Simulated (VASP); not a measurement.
# Sc2Al (P6_3/mmc) in VASP: further runs

Runs on Sc2Al. Level: r2SCAN. Tasks: single point.

Everything below comes from runs of VASP 6.6.1. Logs are shortened: lines on timing, memory, paths and dates and some standing lists are left out, and cuts for length are marked.

### Step 1. The cell of the first run

Symmetry: P6_3/mmc, No. 194, hexagonal system. The conventional cell has a = 4.893 Å, b = 4.893 Å, c = 6.161 Å, α = 90.00°, β = 90.00°, γ = 120.00°. Sc (site symmetry -3m) has 8 Sc at 3.08 to 3.22 Å and 6 Al at 3.22 Å within 4.1 Å. Sc (site symmetry -6m2) has 5 Al at 2.82 to 3.08 Å and 6 Sc at 3.22 Å within 3.7 Å. Al (site symmetry -6m2) has 11 Sc at 2.82 to 3.22 Å within 3.7 Å.

### Step 2. Single point, r2SCAN

POSCAR reads:

```
Sc2Al
1.0
    4.8926114005      0.0000000000      0.0000000000
   -2.4463057002      4.2371257637      0.0000000000
    0.0000000000      0.0000000000      6.1614205700
Sc Al
4 2
Direct
    0.0000000000      0.0000000000      0.0000000000
    0.0000000000      0.0000000000      0.5000000000
    0.3333333333      0.6666666667      0.7500000000
    0.6666666667      0.3333333333      0.2500000000
    0.3333333333      0.6666666667      0.2500000000
    0.6666666667      0.3333333333      0.7500000000
```

INCAR.step1 reads:

```
SYSTEM = Sc2Al
PREC = Accurate
ENCUT = 520
ISMEAR = 0
SIGMA = 0.1
LREAL = .False.
LASPH = .True.
NELM = 80
NBANDS = 34
GGA = PE
ALGO = Normal
EDIFF = 1E-4
LWAVE = .True.
LCHARG = .False.
```

INCAR.step2 reads:

```
SYSTEM = Sc2Al
PREC = Accurate
ENCUT = 520
EDIFF = 1E-6
ISMEAR = 0
SIGMA = 0.1
LREAL = .False.
LASPH = .True.
NELM = 80
ALGO = Normal
ISIF = 2
LWAVE = .False.
LCHARG = .False.
METAGGA = R2SCAN
LMIXTAU = .True.
NBANDS = 34
ISTART = 1
```

KPOINTS reads:

```
Automatic mesh
0
Gamma
  12 12 6
  0 0 0
```

Potentials or basis: VASP PAW PBE potentials, release 64 (Sc_sv, Al).

On the command line:

```sh
cat potpaw_PBE.64/Sc_sv/POTCAR potpaw_PBE.64/Al/POTCAR > POTCAR
cp INCAR.step1 INCAR
mpirun -np 1 vasp_std > vasp.out
cp INCAR.step2 INCAR
mpirun -np 1 vasp_std > vasp.out
```

OUTCAR:

```text
SYSTEM = Sc2Al
   PREC = Accurate
   ENCUT = 520
   EDIFF = 1E-6
   ISMEAR = 0
   LREAL = .False.
   LASPH = .True.
   NELM = 80
   ISIF = 2
   METAGGA = R2SCAN
   ISTART = 1

 ion  position               nearest neighbor table
   1  0.000  0.000  0.000-   2 3.08   2 3.08   4 3.22   5 3.22   6 3.22   3 3.22   3 3.22   5 3.22
                             4 3.22   6 3.22   4 3.22   6 3.22   3 3.22   5 3.22
   2  0.000  0.000  0.500-   1 3.08   1 3.08   4 3.22   5 3.22   6 3.22   3 3.22   3 3.22   5 3.22
                             4 3.22   6 3.22   4 3.22   6 3.22   3 3.22   5 3.22
   3  0.333  0.667  0.750-   6 2.82   6 2.82   6 2.82   5 3.08   5 3.08   1 3.22   2 3.22   2 3.22
                             1 3.22   2 3.22   1 3.22
   4  0.667  0.333  0.250-   5 2.82   5 2.82   5 2.82   6 3.08   6 3.08   1 3.22   2 3.22   1 3.22
                             2 3.22   1 3.22   2 3.22
   5  0.333  0.667  0.250-   4 2.82   4 2.82   4 2.82   3 3.08   3 3.08   1 3.22   2 3.22   2 3.22
                             1 3.22   2 3.22   1 3.22
   6  0.667  0.333  0.750-   3 2.82   3 2.82   3 2.82   4 3.08   4 3.08   1 3.22   2 3.22   1 3.22
                             2 3.22   1 3.22   2 3.22

  LATTYP: Found a hexagonal cell.
 ALAT       =     4.8926114005
 C/A-ratio  =     1.2593316872

  Lattice vectors:

 A1 = (   4.8926114005,   0.0000000000,   0.0000000000)
 A2 = (  -2.4463057002,   4.2371257637,   0.0000000000)
 A3 = (   0.0000000000,   0.0000000000,   6.1614205700)

Analysis of symmetry for initial positions (statically):
=====================================================================
 Subroutine PRICEL returns:
 Original cell was already a primitive cell.

 Routine SETGRP: Setting up the symmetry group for a
 hexagonal supercell.

 Subroutine GETGRP returns: Found 24 space group operations
 (whereof 12 operations were pure point group operations)
 out of a pool of 24 trial point group operations.

The static configuration has the point symmetry D_3d.
 The point group associated with its full space group is D_6h.

Analysis of symmetry for dynamics (positions and initial velocities):
=====================================================================
 Subroutine PRICEL returns:
 Original cell was already a primitive cell.

 Routine SETGRP: Setting up the symmetry group for a
 hexagonal supercell.

 Subroutine GETGRP returns: Found 24 space group operations
 (whereof 12 operations were pure point group operations)
 out of a pool of 24 trial point group operations.

The dynamic configuration has the point symmetry D_3d.
 The point group associated with its full space group is D_6h.

 Subroutine INISYM returns: Found 24 space group operations
 (whereof 12 operations are pure point group operations),
 and found     1 'primitive' translations

----------------------------------------------------------------------------------------

                                     Primitive cell

  volume of cell :     127.7300

  direct lattice vectors                    reciprocal lattice vectors
     4.892611400  0.000000000  0.000000000     0.204389827  0.118004522  0.000000000
    -2.446305700  4.237125764  0.000000000     0.000000000  0.236009044  0.000000000
     0.000000000  0.000000000  6.161420570     0.000000000  0.000000000  0.162300234

  length of vectors
     4.892611400  4.892611400  6.161420570     0.236009044  0.236009044  0.162300234

  position of ions in fractional coordinates (direct lattice)
     0.000000000  0.000000000  0.000000000
     0.000000000  0.000000000  0.500000000
     0.333333333  0.666666667  0.750000000
     0.666666667  0.333333333  0.250000000
     0.333333333  0.666666667  0.250000000
     0.666666667  0.333333333  0.750000000

  ion indices of the primitive-cell ions
   primitive index   ion index
                 1           1
                 2           2
                 3           3
                 4           4
                 5           5
                 6           6

----------------------------------------------------------------------------------------

 KPOINTS: Automatic mesh

Automatic generation of k-mesh.
 Grid dimensions read from file:
 generate k-points for:   12   12    6

 Generating k-lattice:

  Cartesian coordinates                     Fractional coordinates (reciprocal lattice)
     0.017032486  0.009833710  0.000000000     0.083333333  0.000000000  0.000000000
     0.000000000  0.019667420  0.000000000     0.000000000  0.083333333  0.000000000
     0.000000000  0.000000000  0.027050039     0.000000000  0.000000000  0.166666667

  Length of vectors
     0.019667420  0.019667420  0.027050039

  Shift w.r.t. Gamma in fractional coordinates (k-lattice)
     0.000000000  0.000000000  0.000000000

 Subroutine IBZKPT returns following result:
 ===========================================

 Found     76 irreducible k-points:

 Following reciprocal coordinates:
            Coordinates               Weight
  0.000000  0.000000  0.000000      1.000000
  0.083333 -0.000000  0.000000      6.000000
  0.166667 -0.000000  0.000000      6.000000
  0.250000 -0.000000  0.000000      6.000000
  0.333333 -0.000000  0.000000      6.000000
  0.416667  0.000000  0.000000      6.000000
[... 16 lines left out ...]
  0.250000 -0.000000  0.166667     12.000000
  0.333333 -0.000000  0.166667     12.000000
 [... further k-points ...]
   k-points           NKPTS =     76   k-points in BZ     NKDIM =     76   number of bands    NBANDS=     34
   number of dos      NEDOS =    301   number of ions     NIONS =      6
   total plane-waves  NPLWV =  62208
   dimension x,y,z NGX =    36 NGY =   36 NGZ =   48
   dimension x,y,z NGXF=    72 NGYF=   72 NGZF=   96
   ions per type =               4   2
   NGX,Y,Z   is equivalent  to a cutoff of  12.23, 12.23, 12.95 a.u.
   NGXF,Y,Z  is equivalent  to a cutoff of  24.46, 24.46, 25.90 a.u.
 SYSTEM =  Sc2Al
   PREC   = accura    normal or accurate (medium, high low for compatibility)
   ISTART =      1    job   : 0-new  1-cont  2-samecut
   ICHARG =      0    charge: 1-file 2-atom 10-const
   ISPIN  =      1    spin polarized calculation?
   LNONCOLLINEAR =      F non collinear calculations
   LSORBIT =      F    spin-orbit coupling
   LASPH  =      T    aspherical Exc in radial PAW
   ENCUT  =  520.0 eV  38.22 Ry    6.18 a.u.   9.10  9.10 11.46*2*pi/ulx,y,z
   NELM   =     80;   NELMIN=  2; NELMDL=  0     # of ELM steps
   EDIFF  = 0.1E-05   stopping-criterion for ELM
   LREAL  =      F    real-space projection
   EDIFFG = 0.1E-04   stopping-criterion for IOM
   NSW    =      0    number of steps for IOM
   IBRION =     -1    ionic relax: 0-MD 1-quasi-New 2-CG
   NFREE  =      0    steps in history (QN), initial steepest desc. (CG)
   ISIF   =      2    stress and relaxation
   ISYM   =      2    0-nonsym 1-usesym 2-fastsym
   POTIM  = 0.5000    time-step for ionic-motion
   TEBEG  =    0.0;   TEEND  =   0.0 temperature during run
   PSTRESS=    0.0 pullay stress
   NELECT =      50.0000    total number of electrons
   NUPDOWN=      -1.0000    fix difference up-down
   EMIN   =  10.00;   EMAX   =-10.00  energy-range for DOS
   EFERMI =   0.00;   METHOD = LEGACY
   ISMEAR =     0;   SIGMA  =   0.10  broadening in eV -4-tet -1-fermi 0-gaus
   EFERMI_NEDOS =   21; number of points for ismear=-14 and -15
   IALGO  =     38    algorithm
   IMIX   =      4    mixing-type and parameters
     AMIX     =   0.40;   BMIX     =  1.00
     AMIX_MAG =   1.60;   BMIX_MAG =  1.00
  volume/ion in A,a.u.               =      21.29       143.66
  Fermi-wavevector in a.u.,A,eV,Ry     =   1.197569  2.263077 19.513086  1.434171
  Thomas-Fermi vector in A             =   2.333480
   LORBIT       =      0    0 simple, 1 ext, 2 COOP (PROOUT), +10 PAW based schemes
   METAGGA = R2SCAN    functional components
   LHFCALC =     F    Hartree Fock is set to
   AEXX    =    0.0000 exact exchange contribution
   IVDW    =     0    specifies the selected vdW correction
   LEPSILON=     F    determine dielectric tensor
   LRPA    =     F    only Hartree local field effects (RPA)
 non-spin polarized calculation
 Gauss-broadening in eV      SIGMA  =   0.10
  energy-cutoff  :      520.00
  volume of cell :      127.73
 maximum number of plane-waves:      3455
   NGX = 19   NGY = 19   NGZ = 23

 number of electron      50.0000002 magnetization

 Free energy of the ion-electron system (eV)
  ---------------------------------------------------
  ext. energy  EPLUGINS =         0.00000000
  ---------------------------------------------------
  free energy    TOTEN  =       -61.26577809 eV

  energy without entropy =      -61.23071439  energy(sigma->0) =      -61.24824624

 E-fermi :   4.9383     XC(G=0): -10.7825

 val. band max:        4.9375537925   @ k =   0.3333   0.0833   0.0000
 cond. band min:       4.9414843100   @ k =   0.3333   0.3333   0.1667
 fundamental gap:      0.0039305175
 Fermi energy:         4.9383093562

 k-point     1 :       0.0000    0.0000    0.0000
  band No.  band energies     occupation
      1     -46.7548      2.00000
      2     -46.6938      2.00000
      3     -46.6912      2.00000
      4     -46.6734      2.00000
      5     -24.5452      2.00000
      6     -24.5186      2.00000
[... 26 lines left out ...]
     33       7.8904      0.00000
     34       7.8924      0.00000

 k-point     2 :       0.0833   -0.0000    0.0000
  band No.  band energies     occupation
      1     -46.7538      2.00000
      2     -46.6938      2.00000
      3     -46.6912      2.00000
      4     -46.6743      2.00000
      5     -24.5517      2.00000
      6     -24.5214      2.00000
[... 26 lines left out ...]
     33       7.7984      0.00000
     34       7.9281      0.00000

 k-point     3 :       0.1667   -0.0000    0.0000
  band No.  band energies     occupation
      1     -46.7509      2.00000
      2     -46.6939      2.00000
      3     -46.6912      2.00000
      4     -46.6771      2.00000
      5     -24.5679      2.00000
      6     -24.5288      2.00000
[... 26 lines left out ...]
     33       7.6106      0.00000
     34       7.6676      0.00000

 k-point     4 :       0.2500   -0.0000    0.0000
  band No.  band energies     occupation
      1     -46.7466      2.00000
      2     -46.6940      2.00000
      3     -46.6911      2.00000
      4     -46.6812      2.00000
      5     -24.5864      2.00000
      6     -24.5380      2.00000
[... 26 lines left out ...]
     33       7.4240      0.00000
     34       7.5628      0.00000

 k-point     5 :       0.3333   -0.0000    0.0000
  band No.  band energies     occupation
      1     -46.7416      2.00000
      2     -46.6943      2.00000
      3     -46.6911      2.00000
      4     -46.6858      2.00000
      5     -24.6021      2.00000
      6     -24.5465      2.00000
[... 621 lines left out ...]
 k-point    22 :       0.1667   -0.0000    0.1667
  band No.  band energies     occupation
      1     -46.7479      2.00000
      2     -46.7023      2.00000
      3     -46.6856      2.00000
      4     -46.6772      2.00000
      5     -24.5475      2.00000
      6     -24.5231      2.00000
[... 26 lines left out ...]
     33       7.5948      0.00000
     34       7.6273      0.00000

 k-point    23 :       0.2500   -0.0000    0.1667
  band No.  band energies     occupation
      1     -46.7437      2.00000
      2     -46.7011      2.00000
      3     -46.6869      2.00000
      4     -46.6812      2.00000
      5     -24.5666      2.00000
      6     -24.5319      2.00000
[... 26 lines left out ...]
     33       7.2321      0.00000
     34       7.5464      0.00000

 k-point    24 :       0.3333   -0.0000    0.1667
  band No.  band energies     occupation
      1     -46.7388      2.00000
      2     -46.6996      2.00000
      3     -46.6886      2.00000
      4     -46.6858      2.00000
      5     -24.5822      2.00000
      6     -24.5400      2.00000
[... 26 lines left out ...]
     33       7.0624      0.00000
     34       7.4812      0.00000

 [... further k-points ...]
[... 5 lines left out ...]
  --------------------------------------------------------------------------------------
  -------------------------------------------------------------------------------------
  Total        0.0145021      0.0145021      0.1276943      0.0000000      0.0000000     -0.0000000
  in kB        0.1819065      0.1819065      1.6017292      0.0000000      0.0000000     -0.0000000
  external PRESSURE =       0.6551807 kB  Pullay stress =       0.0000000 kB

 VOLUME and BASIS-vectors are now :
 -----------------------------------------------------------------------------
  energy-cutoff  :      520.00
  volume of cell :      127.73
      direct lattice vectors                 reciprocal lattice vectors
     4.892611400  0.000000000  0.000000000     0.204389827  0.118004522  0.000000000
    -2.446305700  4.237125764  0.000000000     0.000000000  0.236009044  0.000000000
     0.000000000  0.000000000  6.161420570     0.000000000  0.000000000  0.162300234

 POSITION                                       TOTAL-FORCE (eV/Angst)
 -----------------------------------------------------------------------------------
      0.00000      0.00000      0.00000         0.000000     -0.000000      0.000000
      0.00000      0.00000      3.08071         0.000000     -0.000000      0.000000
     -0.00000      2.82475      4.62107         0.000000     -0.000000      0.000000
      2.44631      1.41238      1.54036        -0.000000      0.000000      0.000000
     -0.00000      2.82475      1.54036         0.000000     -0.000000      0.000000
      2.44631      1.41238      4.62107        -0.000000      0.000000     -0.000000
 -----------------------------------------------------------------------------------
    total drift:                               -0.000000      0.000000     -0.000000

  FREE ENERGIE OF THE ION-ELECTRON SYSTEM (eV)
  ---------------------------------------------------
  free  energy   TOTEN  =       -61.2657780897 eV

  energy  without entropy=      -61.2307143858  energy(sigma->0) =      -61.24824624
```

It took 14 min on 1 thread of Intel Xeon Platinum 8259CL at 2.50GHz (Skylake/Cascade Lake), shared host; peak memory 0.43 GiB.

Results:

```yaml
Free_energy: -61.2658 eV
Pressure: 0.1 GPa
Band_gap_on_the_k_mesh: zero (bands 25 and 26 overlap by 0.73 eV)
```

Stress tensor (GPa, compression positive):
```
0.02 0.00 0.00
0.00 0.02 0.00
0.00 0.00 0.16
```

Caveat: the PAW data sets were made with another functional, which shifts forces and pressure a little.

(Continued in part 2 of 2.)
